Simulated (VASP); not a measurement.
Here is a VASP 6.6.1 calculation.

Contents of INCAR:

```
ALGO     = Normal         # electronic algorithm
EDIFF    = 1E-6           # SCF threshold, eV
ENCUT    = 520            # plane-wave cutoff, eV
GGA      = PE             # functional
ISIF     = 2              # what is computed and relaxed
ISMEAR   = -1             # smearing method
LASPH    = True           # aspherical terms in the spheres
LCHARG   = False          # write CHGCAR
LREAL    = Auto         
LWAVE    = False          # write WAVECAR
NBANDS   = 129            # bands
NELM     = 80             # most SCF steps
PREC     = Accurate       # precision mode
SIGMA    = 0.1            # smearing width, eV
```

The input KPOINTS:

```
k-points
0
Gamma
  2 2 2
```

The input POSCAR:

```
W16O
1.0
    6.3200000000      0.0000000000      0.0000000000
    0.0000000000      6.3200000000      0.0000000000
    0.0000000000      0.0000000000      6.3200000000
W O
16 1
Direct
    0.0052674968     -0.0035546751      0.0001401271
    0.4996923605     -0.0025660918      0.0001181888
    0.0052717450      0.5035814862      0.0001400678
    0.0054114355     -0.0021144456      0.5001092847
    0.2448307812      0.2500138535      0.2480013514
    0.4996918017      0.5025967691      0.0001182805
    0.4865155054     -0.0229566612      0.5001421227
    0.7636987335      0.2500177832      0.2271073707
    0.0054155329      0.5021499246      0.5001093126
    0.2450556359      0.7500174905      0.2465244468
    0.2447959859      0.2500138746      0.7522822652
    0.4865147641      0.5229784624      0.5001425960
    0.7506386124      0.7500145471      0.2475490248
    0.7637059468      0.2500182607      0.7730673746
    0.2450204354      0.7500174443      0.7536874904
    0.7506413518      0.7500146478      0.7526900415
    0.6251412754      0.2500085299      0.5000789545
```

Potentials or basis: VASP PAW PBE potentials, release 64 (W_sv, O).

Command:

```sh
$ cat potpaw_PBE.64/W_sv/POTCAR potpaw_PBE.64/O/POTCAR > POTCAR
$ mpirun -np 1 vasp_std > vasp.out
```

Q: What does it give for the largest force?

A: 0.114 eV/Å.

Q: Predict the pressure.

A: 19.1 GPa.

Forces on the atoms (eV/Å):
```
W    0.011 -0.017 -0.003
W   -0.010  0.014  0.000
W    0.011  0.018 -0.003
W   -0.007 -0.009  0.001
W    0.009  0.000 -0.009
W   -0.010 -0.014  0.000
W   -0.047 -0.102 -0.001
W    0.050  0.000 -0.100
W   -0.007  0.008  0.001
W   -0.014  0.000 -0.014
W    0.013  0.000  0.007
W   -0.047  0.102 -0.002
W    0.005  0.000  0.014
W    0.050  0.000  0.103
W   -0.013  0.000  0.018
W    0.005  0.000 -0.013
O   -0.002  0.001  0.002
```

Caveat: the k points lie up to 0.50 Å⁻¹ apart.
